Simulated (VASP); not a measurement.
Write the native input for VASP 6.6.1 that does the following.

```yaml
Task: relaxation of cell and atoms
Functional: PBE
Potentials_or_basis: VASP PAW PBE potentials, release 64 (Li_sv, Cl)
Cutoff: 600 eV
k_mesh: 12 × 12 × 14
Occupations: gaussian, width 0.1 eV
Spin: no spin polarisation
Dipole_correction: no
Further_INCAR_settings: ALGO = Normal; EDIFF = 1e-07; IBRION = 2; EDIFFG = -0.01; NSW = 100; ISIF = 3
```

The structure of LiCl2 lies in POSCAR:

```
LiCl2
1.0
    4.7685370556      0.0000000000      0.0000000000
   -2.3842685278      4.1296742291      0.0000000000
    0.0000000000      0.0000000000      3.5984017174
Li Cl
1 2
Direct
    0.0000000000      0.0000000000      0.0000000000
    0.3333333333      0.6666666667      0.5000000000
    0.6666666667      0.3333333333      0.5000000000
```

The cell was built from a structure type or drawn by symmetry, and may not be a known phase.

One way to write it, as run:

INCAR

```
ALGO = Normal
EDIFF = 1E-7
EDIFFG = -0.01
ENCUT = 600
GGA = PE
IBRION = 2
ISIF = 3
ISMEAR = 0
LASPH = T
LCHARG = F
LREAL = F
LWAVE = F
NELM = 100
NSW = 100
PREC = Accurate
SIGMA = 0.1
```

KPOINTS

```
k-points
0
Gamma
  12 12 14
```

Potentials or basis: VASP PAW PBE potentials, release 64 (Li_sv, Cl).

Command:

```bash
$ cat potpaw_PBE.64/Li_sv/POTCAR potpaw_PBE.64/Cl/POTCAR > POTCAR
$ mpirun -np 1 vasp_std > vasp.out
```

It gave:

```
Relaxed volume                        : 23.67 Å³/atom
Relaxed cell                          : a = 4.773 Å, b = 4.773 Å, c = 3.599 Å, α = 90.00°, β = 90.00°, γ = 120.00°
Space group after relaxing (to 0.1 Å) : P6/mmm (No. 191)
Energy gained by relaxing             : 0.0 meV/atom
Ionic steps                           : 2
Pressure after relaxing               : 0.0 GPa
Band gap on the k mesh                : zero (an odd number of electrons rules out a gap without spin polarisation)
```

Caveat: the cutoff is under 1.25 times the usual one of these potentials, so pressure, stress and relaxed cells hold a basis-set (Pulay) error; an odd number of electrons without spin polarisation forces a metal; a magnetic or distorted state may lie lower.

Run time: 79 s on 1 thread of Intel(R) Xeon(R) 6975P-C (Granite Rapids) (shared host), peak memory 0.3 GiB.
